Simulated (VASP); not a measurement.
Set up this calculation in VASP 6.6.1, as the native input.

* Task: single point
* Functional: PBE
* Potentials or basis: VASP PAW PBE potentials, release 64 (Cd, I)
* Cutoff: 500 eV
* k mesh: 6 × 6 × 4
* Occupations: fermi-dirac, width 0.05 eV
* Spin: no spin polarisation
* Dipole correction: no
* Further INCAR settings: ALGO = Normal; EDIFF = 1e-06; NBANDS = 20

The structure of CdI2 lies in POSCAR:

```
CdI2
1.0
    4.2440000000      0.0000000000      0.0000000000
   -2.1220000000      3.6754120000      0.0000000000
    0.0000000000      0.0000000000      6.8590000000
Cd I
1 2
Direct
    0.0000000000      0.0000000000      0.0000000000
    0.3333333333      0.6666666667      0.2492000000
    0.6666666667      0.3333333333      0.7508000000
```

The input as run:

INCAR

```
ALGO = Normal ; EDIFF = 1E-6
ENCUT = 500 ; GGA = PE
GGA_COMPAT = F ; ISIF = 2
ISMEAR = -1 ; LASPH = T
LCHARG = F ; LREAL = F
LWAVE = F ; NBANDS = 20
NELM = 120 ; PREC = Accurate
SIGMA = 0.05
```

KPOINTS

```
k-points
0
Gamma
  6 6 4
```

Potentials or basis: VASP PAW PBE potentials, release 64 (Cd, I).

Launch:

```console
$ cat potpaw_PBE.64/Cd/POTCAR potpaw_PBE.64/I/POTCAR > POTCAR
$ mpirun -np 1 vasp_std > vasp.out
```

It gave:

The pressure is 2.0 GPa. The largest force is 0.143 eV/Å and the band gap on the k mesh is 2.39 eV, indirect (least direct gap 2.61 eV).

Caveat: spin-orbit coupling is left out, which moves the levels of the heavy elements; this functional lacks dispersion, which binds the layers, so the pressure and a relaxed spacing across them are unreliable.

Wall time 29 s on 1 thread of AMD EPYC 7R13 Processor (Zen 3), with other jobs on the host, peak memory 0.2 GiB.
